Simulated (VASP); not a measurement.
A run of VASP 6.6.1 is set up as follows.

Contents of INCAR:

```
ALGO = Normal
EDIFF = 1E-6
ENCUT = 520
GGA = PE
ISIF = 2
ISMEAR = 0
LASPH = True
LCHARG = False
LREAL = False
LWAVE = False
NBANDS = 16
NELM = 80
PREC = Accurate
SIGMA = 0.01
```

Contents of KPOINTS:

```
k-points
0
Gamma
  6 6 2
```

The input POSCAR:

```
MgO
1.0
    3.0174118592      0.0000000000      0.0000000000
   -1.5087059296      2.6131553238      0.0000000000
    0.0000000000      0.0000000000      5.2564752789
Mg O
2 2
Direct
    0.0000000000      0.0000000000      0.0000000000
    0.0000000000      0.0000000000      0.5000000000
    0.3333333333      0.6666666667      0.2500000000
    0.6666666667      0.3333333333      0.7500000000
```

Potentials or basis: VASP PAW PBE potentials, release 64 (Mg, O).

Command:

```bash
$ cat potpaw_PBE.64/Mg/POTCAR potpaw_PBE.64/O/POTCAR > POTCAR
$ mpirun -np 1 vasp_std > vasp.out
```

(1) Predict the pressure.

(2) Predict the band gap on the k mesh.

Answers

(1) -8.2 GPa.

(2) 3.60 eV, direct.

Caveat: the k points lie up to 0.60 Å⁻¹ apart.
